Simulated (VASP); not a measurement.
# PbS: single point with PBE

The system is PbS.

```
Pb S
1.0
     2.11266    1.21975    3.45192
    -2.11266    1.21975    3.45192
     0.00000   -2.43949    3.45192
Pb S
1 1
Direct
  0.98057 0.98057 0.98057
  0.47504 0.47504 0.47504
```

```
Program             : VASP 6.6.1
Task                : single point
Functional          : PBE
Potentials or basis : VASP PAW PBE potentials, release 64 (Pb_d, S)
Cutoff              : 520 eV
k mesh              : 9 × 9 × 9
Occupations         : gaussian, width 0.05 eV
Spin                : no spin polarisation
```

| Quantity | Value |
| --- | --- |
| Largest force | 0.039 eV/Å |

Forces on the atoms (eV/Å):
```
Pb   0.000  0.000 -0.039
S    0.000  0.000  0.039
```

Levels at points of the mesh, in eV from the Fermi level:
```csv
k point,band 6,band 7,band 8,band 9,band 10,band 11,band 12,band 13,band 14,band 15
"(0.00, 0.00, 0.00)",-14.42,-7.08,-3.08,-3.08,-3.08,4.09,4.12,4.12,5.75,5.75
```

Run time: 29 s on 1 thread of Intel(R) Xeon(R) Platinum 8488C (Sapphire Rapids), on a shared host, peak memory 0.22 GiB.

Caveat: the cell carries a net charge on a neutralising background, which shifts energy and pressure; the cell is charged against a uniform background, so pressure and absolute levels hang on convention; this odd mesh misses L, so gap, dielectric constants and Born charges aren't listed; spin-orbit coupling is left out, which moves the levels of the heavy elements.
